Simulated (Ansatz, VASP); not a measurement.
## LiH in VASP and in Ansatz

INCAR

```
SYSTEM = LiH
ALGO = Normal
EDIFF = 1E-8
ENCUT = 520
GGA = CA
ISIF = 2
ISMEAR = -1
LASPH = .TRUE.
LCHARG = .FALSE.
LEFG = .TRUE.
LREAL = .FALSE.
LWAVE = .FALSE.
NBANDS = 9
NELM = 60
PREC = Accurate
SIGMA = 0.03
```

The input KPOINTS:

```
k-points
0
G
  11 11 11
  0 0 0
```

The input POSCAR:

```
LiH
1.0
    0.0000000000      2.0723630616      2.0723630616
    2.0723630616      0.0000000000      2.0723630616
    2.0723630616      2.0723630616      0.0000000000
Li H
1 1
Direct
    0.0000000000      0.0000000000      0.0000000000
    0.5000000000      0.5000000000      0.5000000000
```

Input for Ansatz:

```yaml
crystal:
  lattice:
    - [0.0, 2.0723630616, 2.0723630616]
    - [2.0723630616, 0.0, 2.0723630616]
    - [2.0723630616, 2.0723630616, 0.0]
  atoms:
    - { symbol: Li, position: [0.0, 0.0, 0.0] }
    - { symbol: H, position: [0.5, 0.5, 0.5] }
kpoints:
  mp_grid: { grid: [11, 11, 11] }
scf:
  occupations: { method: fermi_dirac, width: 0.03 }
hamiltonian:
  xc: lda
  pseudopotentials: { kind: paw }
output:
  forces: true
  stress: true
  eigenvalues: true
  efg: { contact_densities: true }
```

Change from the starting cell: volume scaled by 1.06, PAW files.

Alike in both runs: task electric field gradients; functional LDA; k mesh 11 × 11 × 11; occupations fermi-dirac, width 0.03 eV; no spin polarisation.

```csv
,VASP,Ansatz
version,VASP 6.6.1,Ansatz 0.2.0
potentials or method,"VASP PAW LDA potentials, release 64 (Li_sv, H)","PAW with Ansatz's default frozen-core files, scalar-relativistic"
plane-wave cutoff (eV),520,420
valence electrons in the cell,4,4
```

```csv
,VASP,Ansatz,Ansatz less VASP
gap on the k mesh at the Fermi level (eV),2.87,2.88,+0.007
```

LDA's correlation is that of Perdew and Zunger in VASP and of Perdew and Wang (1992) in Ansatz.

Noted on VASP's run: the cutoff is short for stress, so the pressure is rough.
